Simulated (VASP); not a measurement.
Here is a VASP 6.6.1 calculation.

INCAR

```
SYSTEM = Co
PREC = Accurate ; ENCUT = 520
EDIFF = 1E-6 ; ISMEAR = -1
SIGMA = 0.05 ; LREAL = .FALSE.
LASPH = .TRUE. ; NELM = 150
ALGO = Normal ; ISIF = 2
LWAVE = .FALSE. ; LCHARG = .FALSE.
ISPIN = 2 ; MAGMOM = 1.7 1.7 1.7 1.7
LORBIT = 11 ; LMAXMIX = 4
GGA = PS ; NBANDS = 30
```

The input KPOINTS:

```
Automatic mesh
0
G
  14 14 4
  0 0 0
```

File POSCAR:

```
Co
1.0
    2.4548555625      0.0000000000      0.0000000000
   -1.2274277813      2.1259672797      0.0000000000
    0.0000000000      0.0000000000      7.9550354861
Co
4
Direct
    0.0000000000      0.0000000000      1.0000000000
    0.0000000000      0.0000000000      0.5000000000
    0.3333333333      0.6666666667      0.2500000000
    0.6666666667      0.3333333333      0.7500000000
```

Potentials or basis: VASP PAW PBE potentials, release 64 (Co).

Launch:

```sh
$ cat potpaw_PBE.64/Co/POTCAR > POTCAR
$ mpirun -np 1 vasp_std > vasp.out
```

Q: Predict the site moments.

A: Co +1.56, +1.58 (each value once) μB.

Q: What does it give for the net moment?

A: 6.27 μB per cell.
